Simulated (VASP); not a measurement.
Here is a VASP 6.6.1 calculation.

File INCAR:

```
SYSTEM = ZnO
ALGO = Normal ; EDIFF = 1E-6
ENCUT = 520 ; GGA = PE
ISIF = 2 ; ISMEAR = 0
LASPH = .TRUE. ; LCHARG = .FALSE.
LREAL = .FALSE. ; LWAVE = .FALSE.
NBANDS = 26 ; NELM = 80
PREC = Accurate ; SIGMA = 0.01
```

Contents of KPOINTS:

```
k-points
0
G
  12 12 4
  0 0 0
```

File POSCAR:

```
ZnO
1.0
    3.2920689824      0.0000000000      0.0000000000
   -1.6460294254      2.8510102992      0.0000000000
    0.0000000000      0.0000000000      5.2742140401
Zn O
2 2
Direct
    0.3333333333      0.6666666667      0.5000000000
    0.6666666667      0.3333333333      0.0000000000
    0.6666666667      0.3333333333      0.3790100000
    0.3333333333      0.6666666667      0.8790100000
```

Potentials or basis: VASP PAW PBE potentials, release 64 (Zn, O).

Run with:

```sh
$ cat potpaw_PBE.64/Zn/POTCAR potpaw_PBE.64/O/POTCAR > POTCAR
$ mpirun -np 1 vasp_std > vasp.out
```

(1) Estimate the largest force.

(2) What does it give for the band gap on the k mesh?

(3) Estimate the pressure.

Answers

(1) 0.061 eV/Å.

(2) 0.73 eV.

(3) 0.4 GPa.

Caveat: semilocal functionals underestimate gaps, and a narrow one can read as zero.

**The experiment to reproduce.**

“Electronic structure of alkaline earth and post-transition metal oxides”, 2009, arxiv:0908.1581 quotes, for a bulk crystal of ZnO: band gap 3.37 eV.

Measured gap of ZnO: 3.37 eV (quoted in “Electronic structure of alkaline earth and post-transition metal oxides”, 2009, arxiv:0908.1581). This calculation gives 0.73 eV (-2.64 eV). So large a miss can be the level of theory's own, or it may mean another phase, state or a wrong row. The value is that of PBE, without temperature or zero-point motion. Semilocal functionals fall short of measured gaps as a rule.
